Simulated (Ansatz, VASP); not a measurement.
## One calculation of Cu, two programs

```
CELL_PARAMETERS angstrom
2.41977 0.00000 0.00000
-1.20988 2.09558 0.00000
0.00000 0.00000 3.95186
ATOMIC_POSITIONS crystal
Cu 0.33333 0.66667 0.25000
Cu 0.66667 0.33333 0.75000
```

Change from the starting cell: equal strain along all axes, cell held, atoms relaxed: -4.0 %.

Alike in both runs: task single point; functional PBEsol; k mesh 24 × 24 × 12; occupations gaussian, width 0.1 eV; no spin polarisation.

```csv
,VASP,Ansatz
version,VASP 6.6.1,Ansatz 0.2.0
potentials or method,"VASP PAW PBE potentials, release 64 (Cu), cutoff 520 eV","scalar-relativistic, plane waves, PAW"
valence electrons in the cell,22,38
```

Ansatz gave:

| Quantity | Value |
| --- | --- |
| gap on the k mesh at the Fermi level (eV) | none |
| pressure (GPa) | 27.7 |
| traceless stress, the component that is largest in VASP (GPa) | 0.53 |

Task: Which values does VASP return?

Result: gap on the k mesh at the Fermi level (eV): none; pressure (GPa): 28.7; traceless stress, the component that is largest in VASP (GPa): 0.52.

VASP's potentials were made for PBE, not for PBEsol. A gap of «none» marks a metal or a gap that the smearing closes. The functional is the same, so the differences come from potentials, cutoffs and numerics. VASP's potentials hold 22 valence electrons a cell and Ansatz's 38, so a difference there can come from the potentials and not from the codes.
